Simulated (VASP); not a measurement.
Set up this calculation in VASP 6.6.1, as the native input.

```yaml
Task: single point
Functional: LDA
Potentials_or_basis: VASP PAW LDA potentials, release 64 (Mg)
Cutoff: 520 eV
k_mesh: 12 × 12 × 12
Occupations: fermi-dirac, width 0.08 eV
Spin: no spin polarisation
Dipole_correction: no
Further_INCAR_settings: ALGO = Normal; EDIFF = 1e-06; NBANDS = 9
```

The structure of Mg lies in POSCAR:

```
Mg
1.0
    0.0000000000      2.9005745090      2.9005745090
    2.9005745090      0.0000000000      2.9005745090
    2.9005745090      2.9005745090      0.0000000000
Mg
2
Direct
   -0.1250000000     -0.1250000000     -0.1250000000
    0.1250000000      0.1250000000      0.1250000000
```

This isn't the form of Mg at room conditions, which is hcp.

These files were run (other wordings do the same):

INCAR

```
SYSTEM = Mg
  PREC = Accurate
  ENCUT = 520
  EDIFF = 1E-6
  ISMEAR = -1
  SIGMA = 0.08
  LREAL = .False.
  LASPH = .True.
  NELM = 60
  ALGO = Normal
  ISIF = 2
  LWAVE = .False.
  LCHARG = .False.
  GGA = CA
  NBANDS = 9
```

KPOINTS

```
Automatic mesh
0
Gamma
  12 12 12
  0 0 0
```

Potentials or basis: VASP PAW LDA potentials, release 64 (Mg).

Run with:

```console
$ cat potpaw_LDA.64/Mg/POTCAR > POTCAR
$ mpirun -np 1 vasp_std > vasp.out
```

It gave:

- Pressure: 12.4 GPa
- Band gap on the k mesh: zero (bands 2 and 3 overlap by 5.65 eV)

Caveat: the cell stands under pressure.

Wall time 18 s on 1 thread of AMD EPYC 7R43 64-Core Processor (Zen 3), with other jobs on the host, peak memory 0.13 GiB.
